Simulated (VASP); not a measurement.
# Pd (Fm-3m) in VASP: further runs, part 2 of 2

VASP 6.6.1.

**3. Relaxation of cell and atoms, BLYP**

INCAR reads:

```
  PREC = Accurate
  ENCUT = 600
  EDIFF = 1E-6
  ISMEAR = -1
  SIGMA = 0.05
  LREAL = False
  LASPH = True
  NELM = 60
  ALGO = Normal
  ISIF = 3
  LWAVE = False
  LCHARG = False
  GGA = B5
  ALDAX = 1.0
  AGGAX = 1.0
  AGGAC = 1.0
  ALDAC = 0.0
  IBRION = 2
  NSW = 60
  EDIFFG = -0.01
```

KPOINTS reads:

```
Automatic mesh
0
Gamma
  12 12 12
```

POSCAR reads:

```
Pd
1.0
    0.0000000000      1.9465000000      1.9465000000
    1.9465000000      0.0000000000      1.9465000000
    1.9465000000      1.9465000000      0.0000000000
Pd
1
Direct
    0.0000000000      0.0000000000      0.0000000000
```

Potentials or basis: VASP PAW PBE potentials, release 64 (Pd).

Command:

```console
$ cat potpaw_PBE.64/Pd/POTCAR > POTCAR
$ mpirun -np 1 vasp_std > vasp.out
```

OUTCAR:

```text
PREC = Accurate
   ENCUT = 600
   EDIFF = 1E-6
   ISMEAR = -1
   LREAL = False
   LASPH = True
   NELM = 60
   ISIF = 3
   GGA = B5
   IBRION = 2
   NSW = 60
   EDIFFG = -0.01

 ion  position               nearest neighbor table
   1  0.000  0.000  0.000-

  LATTYP: Found a face centered cubic cell.
 ALAT       =     3.8930000000

  Lattice vectors:

 A1 = (   0.0000000000,   1.9465000000,   1.9465000000)
 A2 = (   1.9465000000,   0.0000000000,   1.9465000000)
 A3 = (   1.9465000000,   1.9465000000,   0.0000000000)

Analysis of symmetry for initial positions (statically):
[... 33 lines left out ...]
                                     Primitive cell

  volume of cell :      14.7500

  direct lattice vectors                    reciprocal lattice vectors
     0.000000000  1.946500000  1.946500000    -0.256871307  0.256871307  0.256871307
     1.946500000  0.000000000  1.946500000     0.256871307 -0.256871307  0.256871307
     1.946500000  1.946500000  0.000000000     0.256871307  0.256871307 -0.256871307

  length of vectors
     2.752766699  2.752766699  2.752766699     0.444914156  0.444914156  0.444914156

  position of ions in fractional coordinates (direct lattice)
     0.000000000  0.000000000  0.000000000

  ion indices of the primitive-cell ions
   primitive index   ion index
                 1           1

----------------------------------------------------------------------------------------

 KPOINTS: Automatic mesh

Automatic generation of k-mesh.
 Grid dimensions read from file:
 generate k-points for:   12   12   12
[... 104 lines left out ...]

 number of electron      10.0000000 magnetization

 number of electron       9.9999999 magnetization

 Free energy of the ion-electron system (eV)
  ---------------------------------------------------
  ext. energy  EPLUGINS =         0.00000000
  ---------------------------------------------------
  free energy    TOTEN  =        -4.30788164 eV

  energy without entropy =       -4.28869205  energy(sigma->0) =       -4.29828684

 E-fermi :  10.2707     XC(G=0): -12.5468

 val. band max:       10.2690481339   @ k =  -0.4167   0.4167   0.1667
 cond. band min:      10.2716106715   @ k =   0.5000   0.0833   0.0000
 fundamental gap:      0.0025625376
 Fermi energy:        10.2707142355

 k-point     1 :       0.0000    0.0000    0.0000
  band No.  band energies     occupation
      1       3.3232      2.00000
      2       7.4412      2.00000
      3       7.4412      2.00000
      4       7.4412      2.00000
      5       9.0413      2.00000
      6       9.0413      2.00000
      7      27.8091      0.00000
      8      32.4119      0.00000
      9      32.4119      0.00000
[... 380 lines left out ...]
--------------------------------------- Ionic step        4  -------------------------------------------

 number of electron      10.0000001 magnetization

 Free energy of the ion-electron system (eV)
  ---------------------------------------------------
  ext. energy  EPLUGINS =         0.00000000
  ---------------------------------------------------
  free energy    TOTEN  =        -4.39002819 eV

  energy without entropy =       -4.36768480  energy(sigma->0) =       -4.37885650

 E-fermi :   8.6023     XC(G=0): -11.9337

 val. band max:        8.6010405660   @ k =  -0.3333   0.4167   0.0833
 cond. band min:       8.6027752741   @ k =   0.5000   0.4167   0.0833
 fundamental gap:      0.0017347081
 Fermi energy:         8.6022808355

 k-point     1 :       0.0000    0.0000    0.0000
  band No.  band energies     occupation
      1       2.4088      2.00000
      2       6.2090      2.00000
      3       6.2090      2.00000
      4       6.2090      2.00000
      5       7.5589      2.00000
      6       7.5589      2.00000
      7      26.0458      0.00000
      8      30.0456      0.00000
      9      30.0456      0.00000
[... 304 lines left out ...]
  FREE ENERGIE OF THE ION-ELECTRON SYSTEM (eV)
  ---------------------------------------------------
  free  energy   TOTEN  =        -4.3900281929 eV

  energy  without entropy=       -4.3676847990  energy(sigma->0) =       -4.37885650

 reached required accuracy - stopping structural energy minimisation
```

OSZICAR:

```text
N       E                     dE             d eps       ncg     rms          rms(c)
DAV:   1     0.457343034832E+02    0.45734E+02   -0.57438E+03  1304   0.117E+03
DAV:   2    -0.414507403192E+01   -0.49879E+02   -0.48313E+02  1412   0.210E+02
DAV:   3    -0.455397776038E+01   -0.40890E+00   -0.40183E+00  1543   0.224E+01
[... 28 lines left out ...]
DAV:   1    -0.439087505550E+01   -0.90975E-03   -0.16075E-02  1316   0.141E+00    0.193E-01
DAV:   2    -0.439002357934E+01    0.85148E-03   -0.48232E-03  1309   0.627E-01    0.445E-02
DAV:   3    -0.439002468587E+01   -0.11065E-05   -0.84274E-06  1410   0.342E-02    0.264E-02
DAV:   4    -0.439002825745E+01   -0.35716E-05   -0.77392E-06  1447   0.225E-02    0.163E-03
DAV:   5    -0.439002819293E+01    0.64521E-07   -0.58784E-08   667   0.232E-03
   4 F= -.43900282E+01 E0= -.43788565E+01  d E =-.821466E-01
```

CONTCAR:

```text
Pd
   1.00000000000000
    -0.0000000000000000    2.0146544410030023    2.0146544410030023
     2.0146544410030023    0.0000000000000000    2.0146544410030023
     2.0146544410030023    2.0146544410030023   -0.0000000000000000
  Pd
     1
Direct
     0.0000000000000000    0.0000000000000000    0.0000000000000000

  0.00000000E+00  0.00000000E+00  0.00000000E+00
```

It took 40 s on 1 thread of AMD EPYC 7R13 (Zen 3), shared host; peak memory 0.13 GiB.

What came out:

```yaml
Free_energy: -4.3900 eV
Relaxed_volume: 16.35 Å³/atom
Relaxed_cell: a = 2.849 Å, b = 2.849 Å, c = 2.849 Å, α = 60.00°, β = 60.00°, γ = 60.00°
Space_group_after_relaxing_to_0.05_Å: Fm-3m (No. 225)
Energy_gained_by_relaxing: 82.1 meV/atom
Ionic_steps: 4
Pressure_after_relaxing: -0.1 GPa
Band_gap_on_the_k_mesh: zero (band 5 reaches 8.86 eV, above the bottom of band 6 at 7.51 eV)
```

The path:
```
step  energy change (eV)  largest force (eV/Å)  pressure (GPa)  volume (Å³)
   1              0.0000                0.0000           18.49        14.75
   2              0.0224                0.0000          -12.28        18.69
   3             -0.0821                0.0000           -0.41        16.39
   4             -0.0821                0.0000           -0.09        16.35
```

Final structure:
```
Pd
1.0
     0.00000    2.01465    2.01465
     2.01465    0.00000    2.01465
     2.01465    2.01465    0.00000
Pd
1
Direct
  0.00000 0.00000 0.00000
```

Caveat: the PAW data sets were made with another functional, which shifts forces and pressure a little; the volume moved by +11 % from the deposited cell, more than functionals usually miss. Zero-point motion and thermal expansion aren't in these numbers.
